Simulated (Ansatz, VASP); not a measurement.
# One calculation of SiNi, two programs

The input POSCAR:

```
SiNi
1.0
    4.5186046085      0.0000000000      0.0000000000
    0.0000000000      4.5186046085      0.0000000000
    0.0000000000      0.0000000000      4.5186046085
Si Ni
4 4
Direct
    0.6535143069      0.1535143069      0.3464856931
    0.1535143069      0.3464856931      0.6535143069
    0.3464856931      0.6535143069      0.1535143069
    0.8464856931      0.8464856931      0.8464856931
    0.3510316317      0.8510316317      0.6489683683
    0.8510316317      0.6489683683      0.3510316317
    0.6489683683      0.3510316317      0.8510316317
    0.1489683683      0.1489683683      0.1489683683
```

File INCAR.step1:

```
  PREC = Accurate
  ENCUT = 600
  ISMEAR = 0
  SIGMA = 0.1
  LREAL = F
  LASPH = T
  NELM = 80
  GGA = PE
  ALGO = Normal
  EDIFF = 1E-4
  LWAVE = T
  LCHARG = F
```

Contents of INCAR.step2:

```
  PREC = Accurate
  ENCUT = 600
  EDIFF = 1E-7
  ISMEAR = 0
  SIGMA = 0.1
  LREAL = F
  LASPH = T
  NELM = 80
  ALGO = Normal
  ISIF = 3
  LWAVE = F
  LCHARG = F
  METAGGA = R2SCAN
  LMIXTAU = T
  IBRION = 2
  NSW = 70
  EDIFFG = -0.005
  ISTART = 1
```

The input KPOINTS:

```
regular mesh
0
Gamma
  8 8 8
```

Input for Ansatz:

```yaml
crystal:
  lattice:
    - [4.5186046085, 0.0, 0.0]
    - [0.0, 4.5186046085, 0.0]
    - [0.0, 0.0, 4.5186046085]
  atoms:
    - { symbol: Si, position: [0.6535143069, 0.1535143069, 0.3464856931] }
    - { symbol: Si, position: [0.1535143069, 0.3464856931, 0.6535143069] }
    - { symbol: Si, position: [0.3464856931, 0.6535143069, 0.1535143069] }
    - { symbol: Si, position: [0.8464856931, 0.8464856931, 0.8464856931] }
    - { symbol: Ni, position: [0.3510316317, 0.8510316317, 0.6489683683] }
    - { symbol: Ni, position: [0.8510316317, 0.6489683683, 0.3510316317] }
    - { symbol: Ni, position: [0.6489683683, 0.3510316317, 0.8510316317] }
    - { symbol: Ni, position: [0.1489683683, 0.1489683683, 0.1489683683] }
basis:
  ecutwfc: 500
kpoints:
  mp_grid: { grid: [8, 8, 8] }
hamiltonian:
  xc: r2scan
scf:
  occupations: { method: gaussian, width: 0.1 }
output:
  forces: true
  stress: true
  eigenvalues: true
relax:
  adjacent_minimum: "off"
  f_tol: 0.005
  max_steps: 50
  cell: { stress_tol: 0.05 }
```

Alike in both runs: task relaxation of cell and atoms; functional r2SCAN; k mesh 8 × 8 × 8; occupations gaussian, width 0.1 eV; no spin polarisation.

|  | VASP | Ansatz |
| --- | --- | --- |
| version | VASP 6.6.1 | Ansatz 0.2.0 |
| potentials or method | VASP PAW PBE potentials, release 64 (Si, Ni), cutoff 600 eV | scalar-relativistic, plane waves, PAW |
| valence electrons in the cell | 56 | 88 |

```csv
,VASP,Ansatz,Ansatz less VASP
"gap on the k mesh at the Fermi level, each at its own relaxed structure (eV)",none,none,-
relaxed volume (Å³/atom),11.13,11.13,+0.001
relaxed cell length with the largest relative difference (Å),4.465,4.465,+0.0001
```

VASP's potentials were made for PBE, not for r2SCAN. A gap of «none» marks a metal or a gap that the smearing closes. VASP's potentials hold 56 valence electrons a cell and Ansatz's 88, so a difference there can come from the potentials and not from the codes.
